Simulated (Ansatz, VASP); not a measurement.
# Re: VASP beside Ansatz

The input INCAR:

```
ALGO = Normal
EDIFF = 1E-6
ENCUT = 520
GGA = CA
ISIF = 2
ISMEAR = 0
LASPH = True
LCHARG = False
LREAL = False
LWAVE = False
NBANDS = 14
NELM = 100
PREC = Accurate
SIGMA = 0.15
```

Contents of KPOINTS:

```
k-points
0
Gamma
  21 21 12
```

File POSCAR:

```
Re
1.0
    2.5994161958      0.0000000000      0.0000000000
   -1.2997080979      2.5385426470      0.0000000000
    0.0000000000      0.0000000000      4.4735766300
Re
2
Direct
    0.3333333333      0.6666666667      0.2500000000
    0.6666666667      0.3333333333      0.7500000000
```

Input for Ansatz:

```yaml
crystal:
  lattice:
    - [2.5994161958, 0.0, 0.0]
    - [-1.2997080979, 2.538542647, 0.0]
    - [0.0, 0.0, 4.47357663]
  atoms:
    - { symbol: Re, position: [0.3333333333, 0.6666666667, 0.25] }
    - { symbol: Re, position: [0.6666666667, 0.3333333333, 0.75] }
basis:
  ecutwfc: 420
kpoints:
  mp_grid: { grid: [21, 21, 12] }
hamiltonian:
  xc: lda
scf:
  occupations: { method: gaussian, width: 0.15 }
output:
  forces: true
  stress: true
  eigenvalues: true
```

Change from the starting cell: strain -0.0600 x Voigt [1, -1, 0, 0, 0, 0], atoms carried along.

Alike in both runs: task single point; functional LDA; k mesh 21 × 21 × 12; occupations gaussian, width 0.15 eV; no spin polarisation.

|  | VASP | Ansatz |
| --- | --- | --- |
| version | VASP 6.6.1 | Ansatz 0.2.0 |
| potentials or method | VASP PAW LDA potentials, release 64 (Re), cutoff 520 eV | scalar-relativistic, plane waves, PAW |
| valence electrons in the cell | 14 | 30 |

|  | VASP | Ansatz | Ansatz less VASP |
| --- | --- | --- | --- |
| gap on the k mesh at the Fermi level (eV) | none | none | - |
| pressure (GPa) | -6.2 | -7.3 | -1.12 |
| traceless stress, the component that is largest in VASP (GPa) | 22.57 | 22.80 | +0.227 |
| rms of the force components (eV/Å) | 0.197 | 0.198 | +0.0011 |

LDA's correlation is that of Perdew and Zunger in VASP and of Perdew and Wang (1992) in Ansatz. Atom by atom the forces differ by 0.001 eV/Å (rms over components). A gap of «none» marks a metal or a gap that the smearing closes. VASP's potentials hold 14 valence electrons a cell and Ansatz's 30, so a difference there can come from the potentials and not from the codes.

Spin-orbit coupling is off throughout.
